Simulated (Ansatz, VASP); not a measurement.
# One calculation of Zn, two programs

```
CELL_PARAMETERS angstrom
2.70849 0.00000 0.00000
-1.35425 2.34562 0.00000
0.00000 0.00000 5.02781
ATOMIC_POSITIONS crystal
Zn 0.33333 0.66667 0.25000
Zn 0.66667 0.33333 0.75000
```

Change from the starting cell: volume scaled by 1.05.

Alike in both runs: task single point; functional PBE; k mesh 18 × 18 × 8; occupations fermi-dirac, width 0.03 eV; no spin polarisation.

|  | VASP | Ansatz |
| --- | --- | --- |
| version | VASP 6.6.1 | Ansatz 0.2.0 |
| potentials or method | VASP PAW PBE potentials, release 64 (Zn), cutoff 500 eV | all-electron LAPW, scalar-relativistic |

Ansatz gave:

```
pressure (GPa)                                                : -3.4
traceless stress, the component that is largest in VASP (GPa) : 1.36
```

Question: Which values does VASP return?

Answer: Pressure (GPa): -3.1; traceless stress, the component that is largest in VASP (GPa): 1.25.

Ansatz ran all-electron here, and VASP with PAW potentials.
